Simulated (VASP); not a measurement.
# SiO2 (P4_2/mnm) in VASP: single point with r2SCAN0

Aim: the single point of SiO2 with r2SCAN0.

Program: VASP 6.6.1. These are calculated values, not measurements. Logs are shortened: lines on timing, memory, paths and dates and some standing lists are left out, and cuts for length are marked.

## Step 1: The cell of the first run

The structure is tetragonal, space group P4_2/mnm (No. 136). Conventional cell: a = 4.185 Å, b = 4.185 Å, c = 2.669 Å, α = 90.00°, β = 90.00°, γ = 90.00°. Within 2.3 Å of Si (site symmetry mmm) lie 6 O at 1.76 to 1.81 Å. O (site symmetry m2m) has 3 Si at 1.76 to 1.81 Å and 1 O at 2.30 Å within 2.3 Å.

## Step 2: Single point, r2SCAN0

POSCAR reads:

```
SiO2
1.0
    4.1851888049      0.0000000000      0.0000000000
    0.0000000000      4.1851888049      0.0000000000
    0.0000000000      0.0000000000      2.6688398925
Si O
2 4
Direct
    0.0000000000      0.0000000000      0.0000000000
    0.5000000000      0.5000000000      0.5000000000
    0.3061010091      0.3061010091      0.0000000000
    0.1938989909      0.8061010091      0.5000000000
    0.8061010091      0.1938989909      0.5000000000
    0.6938989909      0.6938989909      0.0000000000
```

INCAR.step1 reads:

```
SYSTEM = SiO2
PREC = Accurate ; ENCUT = 520
EDIFF = 1E-5 ; ISMEAR = 0
SIGMA = 0.01 ; LREAL = .False.
LASPH = .True. ; NELM = 100
ALGO = Normal ; ISIF = 2
LWAVE = .True. ; NBANDS = 25
GGA = PE ; KPAR = 2
```

INCAR.step2 reads:

```
SYSTEM = SiO2
PREC = Accurate ; ENCUT = 520
EDIFF = 1E-7 ; ISMEAR = 0
SIGMA = 0.01 ; LREAL = .False.
LASPH = .True. ; NELM = 100
ALGO = Normal ; ISIF = 2
LWAVE = .False. ; LCHARG = .True.
METAGGA = R2SCAN ; LHFCALC = .True.
AEXX = 0.25 ; LMIXTAU = .True.
PRECFOCK = Fast ; LVHAR = .True.
NBANDS = 25 ; ISTART = 1
KPAR = 2
```

KPOINTS reads:

```
Automatic mesh
0
Gamma
  4 4 6
  0 0 0
```

Potentials or basis: VASP PAW PBE potentials, release 64 (Si, O).

The run is started by

```
cat potpaw_PBE.64/Si/POTCAR potpaw_PBE.64/O/POTCAR > POTCAR
cp INCAR.step1 INCAR
mpirun -np 2 vasp_std > vasp.out
cp INCAR.step2 INCAR
mpirun -np 2 vasp_std > vasp.out
```

OUTCAR:

```text
SYSTEM = SiO2
   PREC = Accurate
   ENCUT = 520
   EDIFF = 1E-7
   ISMEAR = 0
   LREAL = .False.
   LASPH = .True.
   NELM = 100
   ISIF = 2
   METAGGA = R2SCAN
   LHFCALC = .True.
   AEXX = 0.25
   PRECFOCK = Fast
   ISTART = 1

 ion  position               nearest neighbor table
   1  0.000  0.000  0.000-   4 1.76   5 1.76   4 1.76   5 1.76   3 1.81   6 1.81
   2  0.500  0.500  0.500-   3 1.76   6 1.76   3 1.76   6 1.76   5 1.81   4 1.81
   3  0.306  0.306  0.000-   2 1.76   2 1.76   1 1.81
   4  0.194  0.806  0.500-   1 1.76   1 1.76   2 1.81
   5  0.806  0.194  0.500-   1 1.76   1 1.76   2 1.81
   6  0.694  0.694  0.000-   2 1.76   2 1.76   1 1.81

  LATTYP: Found a simple tetragonal cell.
 ALAT       =     4.1851888049
 C/A-ratio  =     0.6376868564

  Lattice vectors:

 A1 = (   4.1851888049,   0.0000000000,   0.0000000000)
 A2 = (   0.0000000000,   4.1851888049,   0.0000000000)
 A3 = (   0.0000000000,   0.0000000000,   2.6688398925)

Analysis of symmetry for initial positions (statically):
=====================================================================
 Subroutine PRICEL returns:
 Original cell was already a primitive cell.

 Routine SETGRP: Setting up the symmetry group for a
 simple tetragonal supercell.

 Subroutine GETGRP returns: Found 16 space group operations
 (whereof  8 operations were pure point group operations)
 out of a pool of 16 trial point group operations.

The static configuration has the point symmetry D_2h.
 The point group associated with its full space group is D_4h.

Analysis of symmetry for dynamics (positions and initial velocities):
=====================================================================
 Subroutine PRICEL returns:
 Original cell was already a primitive cell.

 Routine SETGRP: Setting up the symmetry group for a
 simple tetragonal supercell.

 Subroutine GETGRP returns: Found 16 space group operations
 (whereof  8 operations were pure point group operations)
 out of a pool of 16 trial point group operations.

The dynamic configuration has the point symmetry D_2h.
 The point group associated with its full space group is D_4h.

 Subroutine INISYM returns: Found 16 space group operations
 (whereof  8 operations are pure point group operations),
 and found     1 'primitive' translations

----------------------------------------------------------------------------------------

                                     Primitive cell

  volume of cell :      46.7469

  direct lattice vectors                    reciprocal lattice vectors
     4.185188805  0.000000000  0.000000000     0.238937846  0.000000000  0.000000000
     0.000000000  4.185188805  0.000000000     0.000000000  0.238937846  0.000000000
     0.000000000  0.000000000  2.668839892     0.000000000  0.000000000  0.374694639

  length of vectors
     4.185188805  4.185188805  2.668839892     0.238937846  0.238937846  0.374694639

  position of ions in fractional coordinates (direct lattice)
     0.000000000  0.000000000  0.000000000
     0.500000000  0.500000000  0.500000000
     0.306101009  0.306101009  0.000000000
     0.193898991  0.806101009  0.500000000
     0.806101009  0.193898991  0.500000000
     0.693898991  0.693898991  0.000000000

  ion indices of the primitive-cell ions
   primitive index   ion index
                 1           1
                 2           2
                 3           3
                 4           4
                 5           5
                 6           6

----------------------------------------------------------------------------------------

 KPOINTS: Automatic mesh

Automatic generation of k-mesh.
 Grid dimensions read from file:
 generate k-points for:    4    4    6

 Generating k-lattice:

  Cartesian coordinates                     Fractional coordinates (reciprocal lattice)
     0.059734462  0.000000000  0.000000000     0.250000000  0.000000000  0.000000000
     0.000000000  0.059734462  0.000000000     0.000000000  0.250000000  0.000000000
     0.000000000  0.000000000  0.062449106     0.000000000  0.000000000  0.166666667

  Length of vectors
     0.059734462  0.059734462  0.062449106

  Shift w.r.t. Gamma in fractional coordinates (k-lattice)
     0.000000000  0.000000000  0.000000000

 Subroutine IBZKPT returns following result:
 ===========================================

 Found     24 irreducible k-points:

 Following reciprocal coordinates:
            Coordinates               Weight
  0.000000  0.000000  0.000000      1.000000
  0.250000  0.000000  0.000000      4.000000
  0.500000  0.000000  0.000000      2.000000
  0.250000  0.250000  0.000000      4.000000
  0.500000  0.250000  0.000000      4.000000
  0.500000  0.500000  0.000000      1.000000
[... 16 lines left out ...]
  0.500000  0.250000  0.500000      4.000000
  0.500000  0.500000  0.500000      1.000000
   k-points           NKPTS =     24   k-points in BZ     NKDIM =     96   number of bands    NBANDS=     25
   number of dos      NEDOS =    301   number of ions     NIONS =      6
   total plane-waves  NPLWV =  20480
   dimension x,y,z NGX =    32 NGY =   32 NGZ =   20
   dimension x,y,z NGXF=    64 NGYF=   64 NGZF=   40
   ions per type =               2   4
   NGX,Y,Z   is equivalent  to a cutoff of  12.71, 12.71, 12.46 a.u.
   NGXF,Y,Z  is equivalent  to a cutoff of  25.42, 25.42, 24.92 a.u.
 SYSTEM =  SiO2
   PREC   = accura    normal or accurate (medium, high low for compatibility)
   ISTART =      1    job   : 0-new  1-cont  2-samecut
   ICHARG =      0    charge: 1-file 2-atom 10-const
   ISPIN  =      1    spin polarized calculation?
   LNONCOLLINEAR =      F non collinear calculations
   LSORBIT =      F    spin-orbit coupling
   LASPH  =      T    aspherical Exc in radial PAW
   ENCUT  =  520.0 eV  38.22 Ry    6.18 a.u.   7.78  7.78  4.96*2*pi/ulx,y,z
   NELM   =    100;   NELMIN=  2; NELMDL=  0     # of ELM steps
   EDIFF  = 0.1E-06   stopping-criterion for ELM
   LREAL  =      F    real-space projection
   EDIFFG = 0.1E-05   stopping-criterion for IOM
   NSW    =      0    number of steps for IOM
   IBRION =     -1    ionic relax: 0-MD 1-quasi-New 2-CG
   NFREE  =      0    steps in history (QN), initial steepest desc. (CG)
   ISIF   =      2    stress and relaxation
   ISYM   =      3    0-nonsym 1-usesym 2-fastsym
   POTIM  = 0.5000    time-step for ionic-motion
   TEBEG  =    0.0;   TEEND  =   0.0 temperature during run
   PSTRESS=    0.0 pullay stress
   NELECT =      32.0000    total number of electrons
   NUPDOWN=      -1.0000    fix difference up-down
   EMIN   =  10.00;   EMAX   =-10.00  energy-range for DOS
   EFERMI =   0.00;   METHOD = LEGACY
   ISMEAR =     0;   SIGMA  =   0.01  broadening in eV -4-tet -1-fermi 0-gaus
   EFERMI_NEDOS =   21; number of points for ismear=-14 and -15
   IALGO  =     38    algorithm
   IMIX   =      1    mixing-type and parameters
     AMIX     =   0.40;   BMIX     =  1.00
     AMIX_MAG =   1.60;   BMIX_MAG =  1.00
  volume/ion in A,a.u.               =       7.79        52.58
  Fermi-wavevector in a.u.,A,eV,Ry     =   1.442804  2.726504 28.323014  2.081683
  Thomas-Fermi vector in A             =   2.561283
   LORBIT       =      0    0 simple, 1 ext, 2 COOP (PROOUT), +10 PAW based schemes
   METAGGA = R2SCAN    functional components
   LHFCALC =     T    Hartree Fock is set to
   PRECFOCK=fast      Normal, Fast or Accurate (Low or Medium for compatibility)
   ENCUT4O =  -1.0   cutoff for four orbital integrals eV
   NKREDX  =     1    reduce k-point grid by
   NKREDY  =     1    reduce k-point grid by
   NKREDZ  =     1    reduce k-point grid by
   AEXX    =    0.2500 exact exchange contribution
   HFSCREEN=    0.0000 screening length (either q_TF or 0.3 A-1)
   HFSCREENC=   0.0000 screening length for correlation (either q_TF or 0.3 A-1)
   ENCUTFOCK=  -1.0 apply spherical cutoff to Coloumb kernel
   IVDW    =     0    specifies the selected vdW correction
   LEPSILON=     F    determine dielectric tensor
   LRPA    =     F    only Hartree local field effects (RPA)
 non-spin polarized calculation
 Gauss-broadening in eV      SIGMA  =   0.01
  energy-cutoff  :      520.00
  volume of cell :       46.75
 maximum number of plane-waves:      1282
 NGX is ok and might be reduce to    32
  NGX = 18; NGY = 18; NGZ = 12

 number of electron      31.9999977 magnetization

 Free energy of the ion-electron system (eV)
  ---------------------------------------------------
  ext. energy  EPLUGINS =         0.00000000
  ---------------------------------------------------
  free energy    TOTEN  =       -69.87938819 eV

  energy without entropy =      -69.87938819  energy(sigma->0) =      -69.87938819

 E-fermi :   6.2017     XC(G=0): -10.0006

 val. band max:        6.1281743074   @ k =   0.0000   0.0000   0.0000
 cond. band min:      15.2099641739   @ k =   0.0000   0.0000   0.0000
 fundamental gap:      9.0817898665
 Fermi energy:         6.2017271513

 k-point     1 :       0.0000    0.0000    0.0000
  band No.  band energies     occupation
      1     -18.6915      2.00000
      2     -14.9195      2.00000
      3     -14.9195      2.00000
      4     -14.6244      2.00000
      5      -5.3559      2.00000
      6      -0.5990      2.00000
[... 17 lines left out ...]
     24      24.6116      0.00000
     25      25.9080      0.00000

 k-point     2 :       0.2500    0.0000    0.0000
  band No.  band energies     occupation
      1     -18.3469      2.00000
      2     -16.0298      2.00000
      3     -14.7533      2.00000
      4     -14.2115      2.00000
      5      -4.8788      2.00000
      6      -1.9702      2.00000
[... 17 lines left out ...]
     24      23.6581      0.00000
     25      25.4956      0.00000

 k-point     3 :       0.5000    0.0000    0.0000
  band No.  band energies     occupation
      1     -17.3798      2.00000
      2     -17.3798      2.00000
      3     -14.3829      2.00000
      4     -14.3829      2.00000
      5      -3.6664      2.00000
      6      -3.6664      2.00000
[... 552 lines left out ...]
 k-point    23 :       0.5000    0.2500    0.5000
  band No.  band energies     occupation
      1     -15.5757      2.00000
      2     -15.5757      2.00000
      3     -14.3358      2.00000
      4     -14.3358      2.00000
      5      -4.6466      2.00000
      6      -4.6466      2.00000
[... 17 lines left out ...]
     24      23.5451      0.00000
     25      25.8388      0.00000

 k-point    24 :       0.5000    0.5000    0.5000
  band No.  band energies     occupation
      1     -15.5371      2.00000
      2     -15.5371      2.00000
      3     -14.3129      2.00000
      4     -14.3129      2.00000
      5      -5.1829      2.00000
      6      -5.1829      2.00000
[... 17 lines left out ...]
     24      23.8625      0.00000
     25      26.3098      0.00000

------------------------ aborting loop because EDIFF is reached ----------------------------------------

  FORCE on cell =-STRESS in cart. coord.  units (eV):
  Direction    XX          YY          ZZ          XY          YZ          ZX
  --------------------------------------------------------------------------------------
  -------------------------------------------------------------------------------------
  Total       -2.0261172     -2.0261172     -2.2410473      0.0000000      0.0000000      0.0000000
  in kB      -69.4420471    -69.4420471    -76.8084451      0.0000000      0.0000000      0.0000000
  external PRESSURE =     -71.8975131 kB  Pullay stress =       0.0000000 kB

 VOLUME and BASIS-vectors are now :
 -----------------------------------------------------------------------------
  energy-cutoff  :      520.00
  volume of cell :       46.75
      direct lattice vectors                 reciprocal lattice vectors
     4.185188805  0.000000000  0.000000000     0.238937846  0.000000000  0.000000000
     0.000000000  4.185188805  0.000000000     0.000000000  0.238937846  0.000000000
     0.000000000  0.000000000  2.668839892     0.000000000  0.000000000  0.374694639

 POSITION                                       TOTAL-FORCE (eV/Angst)
 -----------------------------------------------------------------------------------
      0.00000      0.00000      0.00000        -0.000000      0.000000      0.000000
      2.09259      2.09259      1.33442        -0.000000      0.000000      0.000000
      1.28109      1.28109      0.00000         0.057227      0.057227     -0.000000
      0.81150      3.37368      1.33442        -0.057227      0.057227      0.000000
      3.37368      0.81150      1.33442         0.057227     -0.057227     -0.000000
      2.90410      2.90410      0.00000        -0.057227     -0.057227      0.000000
 -----------------------------------------------------------------------------------
    total drift:                                0.000000      0.000000      0.000000

  FREE ENERGIE OF THE ION-ELECTRON SYSTEM (eV)
  ---------------------------------------------------
  free  energy   TOTEN  =       -69.8793881914 eV

  energy  without entropy=      -69.8793881914  energy(sigma->0) =      -69.87938819
```

It took 19 min on 2 MPI ranks of AMD EPYC 7R13 (Zen 3), shared host; peak memory 0.16 GiB.

Results:

| Property | Result |
| --- | --- |
| Free energy | -69.8794 eV |
| Pressure | -7.2 GPa |
| Largest force | 0.081 eV/Å |
| Band gap on the k mesh | 9.08 eV |

Forces on the atoms (eV/Å):
```
Si   0.000  0.000  0.000
Si   0.000  0.000  0.000
O    0.057  0.057  0.000
O   -0.057  0.057  0.000
O    0.057 -0.057  0.000
O   -0.057 -0.057  0.000
```

Levels at points of the mesh, in eV from the valence-band top:
```tsv
k point	band 14	band 15	band 16	band 17	band 18	band 19
(0.00, 0.00, 0.00)	-0.82	-0.82	0.00	9.08	10.15	12.04
(0.50, 0.00, 0.00)	-2.61	-1.09	-1.09	11.35	11.35	12.64
(0.50, 0.50, 0.00)	-2.72	-2.45	-2.45	11.04	11.04	13.71
(0.00, 0.00, 0.50)	-3.28	-2.86	-2.86	12.88	12.88	16.47
(0.50, 0.00, 0.50)	-2.29	-1.88	-1.88	12.48	12.48	13.53
(0.50, 0.50, 0.50)	-1.82	-1.69	-1.69	10.76	10.76	14.60
```

Caveat: the cell stands under tension; the structure was generated, so it needn't be the stable form of SiO2; the PAW data sets were made with another functional, which shifts forces and pressure a little.
